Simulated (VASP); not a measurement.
A run of VASP 6.6.1:

INCAR

```
SYSTEM = InSb
PREC = Accurate ; ENCUT = 520
EDIFF = 1E-7 ; ISMEAR = -1
SIGMA = 0.02 ; LREAL = .False.
LASPH = .True. ; NELM = 80
ALGO = Normal ; ISIF = 2
LWAVE = .False. ; LCHARG = .False.
GGA = PE ; NBANDS = 16
```

The input KPOINTS:

```
regular mesh
0
Gamma
  6 6 6
  0 0 0
```

Contents of POSCAR:

```
InSb
1.0
    0.0000000000      3.3264100441      3.3264100441
    3.3264100441      0.0000000000      3.3264100441
    3.3264100441      3.3264100441      0.0000000000
In Sb
1 1
Direct
    0.0000000000      0.0000000000      0.0000000000
    0.2500000000      0.2500000000      0.2500000000
```

Potentials or basis: VASP PAW PBE potentials, release 64 (In_d, Sb).

Run with:

```sh
$ cat potpaw_PBE.64/In_d/POTCAR potpaw_PBE.64/Sb/POTCAR > POTCAR
$ mpirun -np 1 vasp_std > vasp.out
```

Hardware: 1 thread of Intel Xeon 8259CL (shared host).

Task: How long does it take, and how much memory?

Result: It took 34 s on 1 thread of Intel Xeon 8259CL, on a shared host, peak memory 0.21 GiB. Counts: scf iterations 15, k points 16.
